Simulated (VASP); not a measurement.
Input of a VASP 6.6.1 run:

File INCAR:

```
PREC     = Accurate       # precision mode
ENCUT    = 600            # plane-wave cutoff, eV
EDIFF    = 1E-6           # SCF threshold, eV
ISMEAR   = 0              # smearing method
SIGMA    = 0.1            # smearing width, eV
LREAL    = F              # projectors in reciprocal space
LASPH    = T              # aspherical terms in the spheres
NELM     = 60             # most SCF steps
ALGO     = Normal         # electronic algorithm
ISIF     = 3              # what is computed and relaxed
LWAVE    = F              # write WAVECAR
LCHARG   = F              # write CHGCAR
GGA      = PE             # functional
IBRION   = 2              # ionic algorithm
NSW      = 90             # ionic steps
EDIFFG   = -0.04          # ionic threshold
```

Contents of KPOINTS:

```
regular mesh
0
Gamma
  6 6 4
```

Contents of POSCAR:

```
Si3As
1.0
    3.2833407800      0.0000000000      0.0000000000
    0.0000000000      3.2833407800      0.0000000000
    0.0000000000      0.0000000000      6.3406148700
Si As
3 1
Direct
    0.5000000000      0.5000000000      0.2365449100
    0.5000000000      0.5000000000      0.7634550900
    0.0000000000      0.0000000000      0.5000000000
    0.0000000000      0.0000000000      0.0000000000
```

Potentials or basis: VASP PAW PBE potentials, release 64 (Si, As).

The run is started by

```sh
$ cat potpaw_PBE.64/Si/POTCAR potpaw_PBE.64/As/POTCAR > POTCAR
$ mpirun -np 1 vasp_std > vasp.out
```

Estimate the relaxed cell.

a = 3.300 Å, b = 3.300 Å, c = 5.859 Å, α = 90.00°, β = 90.00°, γ = 90.00°.

Estimate the relaxed volume.

15.95 Å³/atom.

Step by step:
| step | energy change (eV) | largest force (eV/Å) | pressure (GPa) | volume (Å³) |
| --- | --- | --- | --- | --- |
| 1 | 0.0000 | 0.3455 | -4.47 | 68.35 |
| 2 | -0.0951 | 0.4572 | -0.03 | 63.74 |
| 3 | -0.0970 | 0.5015 | 0.87 | 63.02 |
| 4 | -0.1239 | 0.4309 | 0.77 | 62.93 |
| 5 | -0.1867 | 0.4715 | 0.98 | 62.67 |
| 6 | -0.1866 | 0.5606 | 3.51 | 62.06 |
| 7 | -0.2015 | 0.4336 | 1.20 | 62.53 |
| 8 | -0.2335 | 0.1678 | 1.97 | 62.30 |
| 9 | -0.2234 | 0.0090 | -3.01 | 66.38 |
| 10 | -0.2474 | 0.0905 | -0.36 | 63.99 |
| 11 | -0.2474 | 0.0921 | -0.32 | 63.96 |
| 12 | -0.2490 | 0.0085 | -0.04 | 63.81 |

Caveat: the highest band is partly filled, so the run has too few bands.
